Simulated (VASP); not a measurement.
# WS2 (R3m) in VASP: settings compared, part 2 of 2

VASP 6.6.1.

### 3 Single point, PBE+D3(BJ)

The input, INCAR:

```
SYSTEM = WS2
ALGO = Normal
EDIFF = 1E-6
ENCUT = 500
GGA = PE
GGA_COMPAT = .FALSE.
ISIF = 2
ISMEAR = 0
IVDW = 12
LASPH = .TRUE.
LCHARG = .FALSE.
LREAL = .FALSE.
LWAVE = .FALSE.
NBANDS = 20
NELM = 120
PREC = Accurate
SIGMA = 0.01
```

The input, KPOINTS:

```
k-points
0
G
  6 6 6
  0 0 0
```

The input, POSCAR:

```
WS2
1.0
    1.5858866948      0.9156121101      6.2374697496
   -1.5858866948      0.9156121101      6.2374697496
    0.0000000000     -1.8312242203      6.2374697496
W S
1 2
Direct
   -0.0000115685     -0.0000115685     -0.0000115685
    0.4167981689      0.4167981689      0.4167981689
    0.2498800663      0.2498800663      0.2498800663
```

Potentials or basis: VASP PAW PBE potentials, release 64 (W_sv, S).

Run with:

```bash
$ cat potpaw_PBE.64/W_sv/POTCAR potpaw_PBE.64/S/POTCAR > POTCAR
$ mpirun -np 1 vasp_std > vasp.out
```

OUTCAR:

```text
SYSTEM = WS2
   EDIFF = 1E-6
   ENCUT = 500
   GGA = PE
   ISIF = 2
   ISMEAR = 0
   IVDW = 12
   LASPH = .TRUE.
   LREAL = .FALSE.
   NELM = 120
   PREC = Accurate
 IVDW          = 12

 ion  position               nearest neighbor table
   1  1.000  1.000  1.000-   3 2.41   3 2.41   3 2.41   2 2.41   2 2.41   2 2.41
   2  0.417  0.417  0.417-   1 2.41   1 2.41   1 2.41
   3  0.250  0.250  0.250-   1 2.41   1 2.41   1 2.41

  LATTYP: Found a trigonal (rhomboedric) cell.
 ALAT       =     6.5007238845
 COS(alpha) =     0.8809715257

  Lattice vectors:

 A1 = (   1.5858866948,   0.9156121101,   6.2374697496)
 A2 = (  -1.5858866948,   0.9156121101,   6.2374697496)
 A3 = (   0.0000000000,  -1.8312242203,   6.2374697496)

Analysis of symmetry for initial positions (statically):
=====================================================================
 Subroutine PRICEL returns:
 Original cell was already a primitive cell.

 Routine SETGRP: Setting up the symmetry group for a
 trigonal (rhombohedral) supercell.

 Subroutine GETGRP returns: Found  6 space group operations
 (whereof  6 operations were pure point group operations)
 out of a pool of 12 trial point group operations.

The static configuration has the point symmetry C_3v.

Analysis of symmetry for dynamics (positions and initial velocities):
=====================================================================
 Subroutine PRICEL returns:
 Original cell was already a primitive cell.

 Routine SETGRP: Setting up the symmetry group for a
 trigonal (rhombohedral) supercell.

 Subroutine GETGRP returns: Found  6 space group operations
 (whereof  6 operations were pure point group operations)
 out of a pool of 12 trial point group operations.

The dynamic configuration has the point symmetry C_3v.

 Subroutine INISYM returns: Found  6 space group operations
[... 114 lines left out ...]
   ISMEAR =     0;   SIGMA  =   0.01  broadening in eV -4-tet -1-fermi 0-gaus
   EFERMI_NEDOS =   21; number of points for ismear=-14 and -15
   IALGO  =     38    algorithm
   IMIX   =      4    mixing-type and parameters
     AMIX     =   0.40;   BMIX     =  1.00
     AMIX_MAG =   1.60;   BMIX_MAG =  1.00
  volume/ion in A,a.u.               =      18.11       122.24
  Fermi-wavevector in a.u.,A,eV,Ry     =   1.280417  2.419638 22.306318  1.639468
  Thomas-Fermi vector in A             =   2.412846
   LORBIT       =      0    0 simple, 1 ext, 2 COOP (PROOUT), +10 PAW based schemes
   GGA     = PE    functional components
   LHFCALC =     F    Hartree Fock is set to
   AEXX    =    0.0000 exact exchange contribution
   IVDW    =    12    specifies the selected vdW correction
   LEPSILON=     F    determine dielectric tensor
   LRPA    =     F    only Hartree local field effects (RPA)
 non-spin polarized calculation
 Gauss-broadening in eV      SIGMA  =   0.01
  energy-cutoff  :      500.00
  volume of cell :       54.34
 maximum number of plane-waves:      1389
   NGX = 23   NGY = 23   NGZ = 23

 number of electron      26.0000002 magnetization

 Free energy of the ion-electron system (eV)
  ---------------------------------------------------
  ext. energy  EPLUGINS =         0.00000000
  ---------------------------------------------------
  free energy    TOTEN  =       -23.63033859 eV

  energy without entropy =      -23.63033859  energy(sigma->0) =      -23.63033859

 E-fermi :   7.5160     XC(G=0): -10.8101

 val. band max:        7.2204951003   @ k =   0.5000   0.5000   0.5000
 cond. band min:       8.3142436708   @ k =  -0.1667   0.1667   0.0000
 fundamental gap:      1.0937485706
 Fermi energy:         7.5159948883

 k-point     1 :       0.0000    0.0000    0.0000
  band No.  band energies     occupation
      1     -67.4124      2.00000
      2     -31.6642      2.00000
      3     -31.5007      2.00000
      4     -31.5007      2.00000
      5      -8.3491      2.00000
      6      -6.4099      2.00000
[... 541 lines left out ...]
     19      14.8898      0.00000
     20      15.5618      0.00000

 [... further k-points ...]

------------------------ aborting loop because EDIFF is reached ----------------------------------------

 Edisp (eV)   -1.25280

 E8    (eV) :    -0.5263

  FORCE on cell =-STRESS in cart. coord.  units (eV):
  Direction    XX          YY          ZZ          XY          YZ          ZX
  --------------------------------------------------------------------------------------
  -------------------------------------------------------------------------------------
  Total      -0.36203    -0.36203     0.07900     0.00000    -0.00000    -0.00000
  in kB     -10.67366   -10.67366     2.32902     0.00000    -0.00000    -0.00000
  external pressure =       -6.34 kB  Pullay stress =        0.00 kB

 VOLUME and BASIS-vectors are now :
 -----------------------------------------------------------------------------
  energy-cutoff  :      500.00
  volume of cell :       54.34
      direct lattice vectors                 reciprocal lattice vectors
     1.585886695  0.915612110  6.237469750     0.315281036  0.182027591  0.053440473
    -1.585886695  0.915612110  6.237469750    -0.315281036  0.182027591  0.053440473
     0.000000000 -1.831224220  6.237469750     0.000000000 -0.364055182  0.053440473

 POSITION                                       TOTAL-FORCE (eV/Angst)
 -----------------------------------------------------------------------------------
      0.00000     -0.00000     18.71219         0.000000     -0.000000      0.000667
      0.00000     -0.00000      7.79930         0.000000     -0.000000      0.208556
      0.00000     -0.00000      4.67586         0.000000      0.000000     -0.209223
 -----------------------------------------------------------------------------------
    total drift:                                0.000000     -0.000000     -0.000020

  FREE ENERGIE OF THE ION-ELECTRON SYSTEM (eV)
  ---------------------------------------------------
  free  energy   TOTEN  =       -24.8831411100 eV

  energy  without entropy=      -24.8831411100  energy(sigma->0) =      -24.88314111
```

stdout:

```text
POSCAR found type information on POSCAR W S
 POSCAR found :  2 types and       3 ions
 scaLAPACK will be used
 LDA part: xc-table for (Slater+PW92), standard interpolation
 POSCAR, INCAR and KPOINTS ok, starting setup
 FFT: planning ... GRIDC
 FFT: planning ... GRID_SOFT
 FFT: planning ... GRID
 WAVECAR not read
 entering main loop
```

It took 4 min on 1 thread of Intel Xeon 8259CL, shared host; peak memory 0.28 GiB.

Results:

```
Free energy                : -24.8831 eV
Pressure                   : -0.6 GPa
Largest force              : 0.209 eV/Å
Band gap on the k mesh     : 1.09 eV (least direct gap 1.84 eV)
Dispersion energy per atom : -0.418 eV
```

Forces on the atoms (eV/Å):
```
W    0.000  0.000  0.001
S    0.000  0.000  0.209
S    0.000  0.000 -0.209
```

Caveat: spin-orbit coupling is left out, which moves the levels of the heavy elements.
